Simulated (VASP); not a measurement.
# Ag (P-1) in VASP: single point with PBEsol

Aim: the single point of Ag with PBEsol.

Program: VASP 6.6.1. These are calculated values, not measurements. Logs are shortened: lines on timing, memory, paths and dates and some standing lists are left out, and cuts for length are marked.

### 1 The cell of the first run

The typed cell holds 2 atoms: a = 2.867 Å, b = 2.867 Å, c = 4.966 Å, α = 73.22°, β = 73.22°, γ = 60.00°.

### 2 Single point, PBEsol

Input file INCAR:

```
SYSTEM = Ag
PREC = Accurate ; ENCUT = 500
EDIFF = 1E-6 ; ISMEAR = 0
SIGMA = 0.15 ; LREAL = .False.
LASPH = .True. ; NELM = 120
ALGO = Normal ; ISIF = 2
LWAVE = .False. ; LCHARG = .False.
GGA = PS ; NBANDS = 18
GGA_COMPAT = .False.
```

Input file KPOINTS:

```
regular mesh
0
Gamma
  12 12 14
  0 0 0
```

Input file POSCAR:

```
Ag
1.0
    0.0000000000     -2.0272070349     -2.0272070349
   -2.0272070349      0.0000000000     -2.0272070349
    2.0272070349      2.0272070349     -4.0544140698
Ag
2
Direct
    0.5515730953      0.4604812462      0.4881689697
   -0.0515730953      0.0395187538      0.0118310303
```

Potentials or basis: VASP PAW PBE potentials, release 64 (Ag).

Command:

```sh
cat potpaw_PBE.64/Ag/POTCAR > POTCAR
mpirun -np 1 vasp_std > vasp.out
```

OUTCAR:

```text
SYSTEM = Ag
   PREC = Accurate
   ENCUT = 500
   EDIFF = 1E-6
   ISMEAR = 0
   LREAL = .False.
   LASPH = .True.
   NELM = 120
   ISIF = 2
   GGA = PS

 ion  position               nearest neighbor table
   1  0.552  0.460  0.488-   2 2.66   2 2.78   2 2.83   2 2.93   2 2.98   2 3.09
   2  0.948  0.040  0.012-   1 2.66   1 2.78   1 2.83   1 2.93   1 2.98   1 3.09

  LATTYP: Found a trigonal (rhomboedric) cell.
 ALAT       =     4.9656228385
 COS(alpha) =     0.8333333333

  Lattice vectors:

 A1 = (   2.0272070349,   4.0544140698,  -2.0272070349)
 A2 = (   4.0544140698,   2.0272070349,  -2.0272070349)
 A3 = (   2.0272070349,   2.0272070349,  -4.0544140698)

Analysis of symmetry for initial positions (statically):
=====================================================================
 Subroutine PRICEL returns:
 Original cell was already a primitive cell.

 Routine SETGRP: Setting up the symmetry group for a
 trigonal (rhombohedral) supercell.

 Subroutine GETGRP returns: Found  2 space group operations
 (whereof  1 operations were pure point group operations)
 out of a pool of 12 trial point group operations.

The static configuration has the point symmetry C_1 .
 The point group associated with its full space group is S_2 .

Analysis of symmetry for dynamics (positions and initial velocities):
=====================================================================
 Subroutine PRICEL returns:
 Original cell was already a primitive cell.

 Routine SETGRP: Setting up the symmetry group for a
 trigonal (rhombohedral) supercell.

 Subroutine GETGRP returns: Found  2 space group operations
 (whereof  1 operations were pure point group operations)
 out of a pool of 12 trial point group operations.

The dynamic configuration has the point symmetry C_1 .
 The point group associated with its full space group is S_2 .

 Subroutine INISYM returns: Found  2 space group operations
 (whereof  1 operations are pure point group operations),
 and found     1 'primitive' translations

----------------------------------------------------------------------------------------

                                     Primitive cell

  volume of cell :      33.3238

  direct lattice vectors                    reciprocal lattice vectors
     0.000000000 -2.027207035 -2.027207035     0.123322382 -0.369967145 -0.123322382
    -2.027207035  0.000000000 -2.027207035    -0.369967145  0.123322382 -0.123322382
     2.027207035  2.027207035 -4.054414070     0.123322382  0.123322382 -0.123322382

  length of vectors
     2.866903682  2.866903682  4.965622838     0.409014069  0.409014069  0.213600631

[... 103 lines left out ...]
   LREAL  =      F    real-space projection
   EDIFFG = 0.1E-04   stopping-criterion for IOM
   NSW    =      0    number of steps for IOM
   IBRION =     -1    ionic relax: 0-MD 1-quasi-New 2-CG
   NFREE  =      0    steps in history (QN), initial steepest desc. (CG)
   ISIF   =      2    stress and relaxation
   ISYM   =      2    0-nonsym 1-usesym 2-fastsym
   POTIM  = 0.5000    time-step for ionic-motion
   TEBEG  =    0.0;   TEEND  =   0.0 temperature during run
   PSTRESS=    0.0 pullay stress
   NELECT =      22.0000    total number of electrons
   NUPDOWN=      -1.0000    fix difference up-down
   EMIN   =  10.00;   EMAX   =-10.00  energy-range for DOS
   EFERMI =   0.00;   METHOD = LEGACY
   ISMEAR =     0;   SIGMA  =   0.15  broadening in eV -4-tet -1-fermi 0-gaus
   EFERMI_NEDOS =   21; number of points for ismear=-14 and -15
   IALGO  =     38    algorithm
   IMIX   =      4    mixing-type and parameters
     AMIX     =   0.40;   BMIX     =  1.00
     AMIX_MAG =   1.60;   BMIX_MAG =  1.00
  volume/ion in A,a.u.               =      16.66       112.44
  Fermi-wavevector in a.u.,A,eV,Ry     =   1.425490  2.693786 27.647349  2.032023
  Thomas-Fermi vector in A             =   2.545869
   LORBIT       =      0    0 simple, 1 ext, 2 COOP (PROOUT), +10 PAW based schemes
   GGA     = PS    functional components
   LHFCALC =     F    Hartree Fock is set to
   AEXX    =    0.0000 exact exchange contribution
   IVDW    =     0    specifies the selected vdW correction
   LEPSILON=     F    determine dielectric tensor
   LRPA    =     F    only Hartree local field effects (RPA)
 non-spin polarized calculation
 Gauss-broadening in eV      SIGMA  =   0.15
  energy-cutoff  :      500.00
  volume of cell :       33.32
 maximum number of plane-waves:       860
 NGX is ok and might be reduce to    24
   NGX = 11   NGY = 11   NGZ = 17

 number of electron      22.0000004 magnetization

 Free energy of the ion-electron system (eV)
  ---------------------------------------------------
  ext. energy  EPLUGINS =         0.00000000
  ---------------------------------------------------
  free energy    TOTEN  =        -6.53294554 eV

  energy without entropy =       -6.52628320  energy(sigma->0) =       -6.52961437

 E-fermi :   8.5199     XC(G=0): -12.5417

 val. band max:        8.5165729122   @ k =  -0.4167   0.0833   0.5000
 cond. band min:       8.5254147352   @ k =  -0.2500   0.5000   0.4286
 fundamental gap:      0.0088418230
 Fermi energy:         8.5198679029

 k-point     1 :       0.0000    0.0000    0.0000
  band No.  band energies     occupation
      1       0.5493      2.00000
      2       2.0182      2.00000
      3       3.5767      2.00000
      4       3.6680      2.00000
      5       3.7081      2.00000
      6       3.7136      2.00000
[... 481 lines left out ...]
      5       3.5822      2.00000
      6       3.9403      2.00000
[... 10 lines left out ...]
     17      23.0067      0.00000
     18      26.5484      0.00000

 [... further k-points ...]

------------------------ aborting loop because EDIFF is reached ----------------------------------------

  FORCE on cell =-STRESS in cart. coord.  units (eV):
  Direction    XX          YY          ZZ          XY          YZ          ZX
  --------------------------------------------------------------------------------------
  -------------------------------------------------------------------------------------
  Total        0.0872959      0.2750702      0.5415048      0.0425249     -0.3772275      0.0462297
  in kB        4.1971088     13.2251268     26.0350610      2.0445607    -18.1367587      2.2226800
  external PRESSURE =      14.4857655 kB  Pullay stress =       0.0000000 kB

 VOLUME and BASIS-vectors are now :
 -----------------------------------------------------------------------------
  energy-cutoff  :      500.00
  volume of cell :       33.32
      direct lattice vectors                 reciprocal lattice vectors
     0.000000000 -2.027207035 -2.027207035     0.123322382 -0.369967145 -0.123322382
    -2.027207035  0.000000000 -2.027207035    -0.369967145  0.123322382 -0.123322382
     2.027207035  2.027207035 -4.054414070     0.123322382  0.123322382 -0.123322382

 POSITION                                       TOTAL-FORCE (eV/Angst)
 -----------------------------------------------------------------------------------
      0.05613     -0.12853     -4.03088         0.202993      0.677808     -0.465120
     -0.05613     -1.89867     -2.05074        -0.202993     -0.677808      0.465120
 -----------------------------------------------------------------------------------
    total drift:                                0.000000     -0.000000      0.000000

  FREE ENERGIE OF THE ION-ELECTRON SYSTEM (eV)
  ---------------------------------------------------
  free  energy   TOTEN  =        -6.5329455384 eV

  energy  without entropy=       -6.5262832020  energy(sigma->0) =       -6.52961437
```

It took 7 min on 1 thread of Oxide Virtual Turin-like, shared host; peak memory 0.51 GiB.

Results:

```
Free energy            : -6.5329 eV
Pressure               : 1.4 GPa
Largest force          : 0.847 eV/Å
Band gap on the k mesh : zero (bands 11 and 12 overlap by 6.54 eV)
```

Forces on the atoms (eV/Å):
```
Ag   0.203  0.678 -0.465
Ag  -0.203 -0.678  0.465
```

Levels at points of the mesh, in eV from the Fermi level:
```
           k point  band 9  band 10  band 11  band 12  band 13  band 14
(0.00, 0.00, 0.00)   -3.69    -3.04    -2.88    -0.45     3.72    15.44
(0.50, 0.00, 0.00)   -2.88    -2.78     0.54     1.59     5.74     6.72
(0.00, 0.50, 0.00)   -2.92    -2.75     0.67     1.42     5.21     7.35
(0.50, 0.50, 0.00)   -2.76    -2.64    -0.47     1.57     3.74     6.93
(0.00, 0.00, 0.50)   -4.01    -3.71    -3.35    -3.14    10.63    12.04
(0.50, 0.00, 0.50)   -2.80    -2.68    -0.38     1.78     3.69     6.67
(0.00, 0.50, 0.50)   -2.79    -2.71    -0.32     1.60     3.61     6.91
(0.50, 0.50, 0.50)   -2.86    -2.80     1.04     1.07     5.85     6.66
```

Caveat: the PAW data sets were made with another functional, which shifts forces and pressure a little.
